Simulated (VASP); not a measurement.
Runs of VASP 6.6.1 on W. The structure is that of space group Im-3m (No. 229), or close to it. The cells are those of the table. 

```csv
task,cell,k mesh,cutoff (eV),gap on the mesh (eV),pressure (GPa),relaxed volume (Å³/atom)
single point,"a = 2.738 Å, angles 109.5°, 1 atom",8 × 8 × 8,520,none,2.0,-
single point,"a = 2.773 Å, angles 109.5°, 1 atom",8 × 8 × 8,520,none,(a),-
relaxation of cell and atoms,"relaxed from a = 2.773 Å, angles 109.5°, 1 atom",8 × 8 × 8,600,none,-0.1,(b)
relaxation of cell and atoms,"relaxed from a = 2.738 Å, angles 109.5°, 1 atom",18 × 18 × 18,600,none,0.0,15.89
single point,"a = 2.738 Å, angles 109.5°, 1 atom",18 × 18 × 18,520,none,1.9,-
```

Alike in all rows: level r2SCAN+rVV10; potentials or basis VASP PAW PBE potentials, release 64 (W_sv); no spin polarisation; smearing gaussian 0.1 eV.

**Question.** Fill in the values left out.

**Answer.** (a) -9.6; (b) 15.91.

Caveats: the PAW data sets were made with another functional, which shifts forces and pressure a little; spin-orbit coupling is left out, which moves the levels of the heavy elements.

A k mesh can miss the band edges, and the runs leave out spin-orbit coupling on W.

A gap of «none» marks levels without a gap at the run's occupations.
